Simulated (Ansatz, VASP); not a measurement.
**In3GaSb2N2: VASP beside Ansatz**

```xyz
8
Lattice="4.1171 0.0000 0.0000 0.0000 4.1171 0.0000 0.0000 0.0000 10.9538" Properties=species:S:1:pos:R:3 pbc="T T T"
In    2.0586    2.0586    9.3154
In    0.0000    0.0000    5.4769
In    2.0586    2.0586    1.6384
Ga    0.0000    0.0000    0.0000
Sb    0.0000    2.0586    7.3442
Sb    2.0586    0.0000    3.6096
N     0.0000    2.0586    0.6009
N     2.0586    0.0000   10.3529
```

Change from the starting cell: species swapped into the In3CuAs2Se2 type (P-4m2, No. 115).

Alike in both runs: functional PBE; k mesh 3 × 3 × 1; occupations gaussian, width 0.15 eV; no spin polarisation.

Ansatz relaxed the structure, and its values are those at the end. VASP's run is a single point on that final structure, the one shown.

|  | VASP | Ansatz |
| --- | --- | --- |
| version | VASP 6.6.1 | Ansatz 0.2.0 |
| potentials or method | VASP PAW PBE potentials, release 64 (In_d, Ga_d, Sb, N), cutoff 520 eV | scalar-relativistic, plane waves, PAW |
| valence electrons in the cell | 72 | 92 |

|  | VASP | Ansatz | Ansatz less VASP |
| --- | --- | --- | --- |
| gap on the k mesh at the Fermi level (eV) | none | none | - |
| pressure (GPa) | 0.0 | 0.0 | -0.06 |
| rms of the force components (eV/Å) | 0.024 | 0.021 | -0.0033 |

A gap of «none» marks a metal or a gap that the smearing closes. VASP's potentials hold 72 valence electrons a cell and Ansatz's 92, so a difference there can come from the potentials and not from the codes.

The k mesh is coarse, so the values compare programs but aren't converged. Spin-orbit coupling is off throughout.
